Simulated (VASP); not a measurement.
A run of VASP 6.6.1 is set up as follows.

Contents of POSCAR:

```
Y2Ge3
1.0
    4.3924264328      0.0000000000      0.0000000000
   -2.1962132164      3.8039528751      0.0000000000
    0.0000000000      0.0000000000      7.1072950000
Y Ge
2 3
Direct
    0.0000000000      0.0000000000      0.2700710000
    0.0000000000      0.0000000000      0.7299290000
    0.6666666667      0.3333333333      0.0000000000
    0.6666666667      0.3333333333      0.5000000000
    0.3333333333      0.6666666667      0.0000000000
```

The input INCAR.step1:

```
SYSTEM = Y2Ge3
PREC = Accurate
ENCUT = 520
ISMEAR = -1
SIGMA = 0.05
LREAL = .FALSE.
LASPH = .TRUE.
NELM = 100
NBANDS = 40
GGA = PE
ALGO = Normal
EDIFF = 1E-4
LWAVE = .TRUE.
LCHARG = .FALSE.
```

Contents of INCAR.step2:

```
SYSTEM = Y2Ge3
PREC = Accurate
ENCUT = 520
EDIFF = 1E-7
ISMEAR = -1
SIGMA = 0.05
LREAL = .FALSE.
LASPH = .TRUE.
NELM = 100
ALGO = Normal
ISIF = 2
LWAVE = .FALSE.
LCHARG = .FALSE.
METAGGA = R2SCAN
LMIXTAU = .TRUE.
IVDW = 12
VDW_S6 = 1.0
VDW_S8 = 0.78981345
VDW_A1 = 0.49484001
VDW_A2 = 5.73083694
NBANDS = 40
ISTART = 1
```

Contents of KPOINTS:

```
regular mesh
0
G
  7 7 4
  0 0 0
```

Potentials or basis: VASP PAW PBE potentials, release 64 (Y_sv, Ge_d).

Launch:

```console
$ cat potpaw_PBE.64/Y_sv/POTCAR potpaw_PBE.64/Ge_d/POTCAR > POTCAR
$ cp INCAR.step1 INCAR
$ mpirun -np 1 vasp_std > vasp.out
$ cp INCAR.step2 INCAR
$ mpirun -np 1 vasp_std > vasp.out
```

Problem. Estimate the pressure.

Solution. -1.7 GPa.

Problem. What does it give for the band gap on the k mesh?

Solution. Zero (band 32 reaches 5.62 eV, above the bottom of band 33 at 4.19 eV).

Problem. What does it give for the dispersion energy per atom?

Solution. -0.165 eV.

Problem. Predict the largest force.

Solution. 0.134 eV/Å.

Forces on the atoms (eV/Å):
```
Y    0.000  0.000 -0.134
Y    0.000  0.000  0.134
Ge   0.000  0.000  0.000
Ge   0.000  0.000  0.000
Ge   0.000  0.000  0.000
```

Caveat: three body term missing; the PAW data sets were made with another functional, which shifts forces and pressure a little; pairwise dispersion overbinds metals, which lowers pressure and volume.
